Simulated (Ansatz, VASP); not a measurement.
Two plane-wave programs on Os

The input INCAR:

```
PREC = Accurate
ENCUT = 520
EDIFF = 1E-7
ISMEAR = -1
SIGMA = 0.1
LREAL = F
LASPH = T
NELM = 60
ALGO = Normal
ISIF = 2
LWAVE = F
LCHARG = F
GGA = B5
ALDAX = 1.0
AGGAX = 1.0
AGGAC = 1.0
ALDAC = 0.0
NBANDS = 10
```

Contents of KPOINTS:

```
regular mesh
0
Gamma
  16 16 16
```

POSCAR

```
Os
1.0
    0.0000000000      1.9303277222      1.9303277222
    1.9303277222      0.0000000000      1.9303277222
    1.9303277222      1.9303277222      0.0000000000
Os
1
Direct
    0.0000000000      0.0000000000      0.0000000000
```

Input for Ansatz:

```yaml
crystal:
  lattice:
    - [0.0, 1.9303277222, 1.9303277222]
    - [1.9303277222, 0.0, 1.9303277222]
    - [1.9303277222, 1.9303277222, 0.0]
  atoms:
    - { symbol: Os, position: [0.0, 0.0, 0.0] }
hamiltonian:
  xc: blyp
  pseudopotentials:
    kind: paw
    azcp:
      Os: "pseudopotentials/Os.paw.azcp"
basis:
  ecutwfc: 420
  fft_grid_basis: typed
kpoints:
  mp_grid: { grid: [16, 16, 16], shift: [0, 0, 0] }
magnetization:
  spin_polarized: false
scf:
  occupations: { method: fermi_dirac, width: 0.1 }
  lower_state_search: "off"
output:
  stress: true
```

Alike in both runs: task single point; functional BLYP; k mesh 16 × 16 × 16; occupations fermi-dirac, width 0.1 eV; no spin polarisation.

```csv
,VASP,Ansatz
version,VASP 6.6.1,Ansatz 0.2.0
potentials or method,"VASP PAW PBE potentials, release 64 (Os), cutoff 520 eV","plane waves (420 eV) with PAW, scalar-relativistic"
valence electrons in the cell,8,16
```

```csv
,VASP,Ansatz,Ansatz less VASP
pressure (GPa),18.3,15.0,-3.27
```

VASP's potentials were made for PBE, not for BLYP. VASP's potentials hold 8 valence electrons a cell and Ansatz's 16, so a difference there can come from the potentials and not from the codes.

Spin-orbit coupling is off throughout.
